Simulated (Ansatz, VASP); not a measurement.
**One calculation of CsPtS, two programs**

```
CELL_PARAMETERS angstrom
5.14449 0.00000 0.00000
0.00000 5.14449 0.00000
0.00000 0.00000 4.33626
ATOMIC_POSITIONS crystal
Cs 0.00000 0.00000 0.00000
Pt 0.50000 0.50000 0.00000
S 0.50000 0.50000 0.50000
```

Change from the starting cell: species swapped into the DyCoC type (P4/mmm, No. 123).

Alike in both runs: functional PBE; k mesh 10 × 10 × 12; occupations gaussian, width 0.1 eV; no spin polarisation.

Ansatz relaxed the structure, and its values are those at the end. VASP's run is a single point on that final structure, the one shown.

```csv
,VASP,Ansatz
version,VASP 6.6.1,Ansatz 0.2.0
potentials or method,"VASP PAW PBE potentials, release 64 (Cs_sv, Pt, S), cutoff 520 eV","scalar-relativistic, plane waves, PAW"
valence electrons in the cell,25,33
```

|  | VASP | Ansatz | Ansatz less VASP |
| --- | --- | --- | --- |
| gap on the k mesh at the Fermi level (eV) | none | none | - |
| pressure (GPa) | 0.0 | 0.0 | +0.04 |

A gap of «none» marks a metal or a gap that the smearing closes. VASP's potentials hold 25 valence electrons a cell and Ansatz's 33, so a difference there can come from the potentials and not from the codes.

Neither program's run includes spin-orbit coupling.
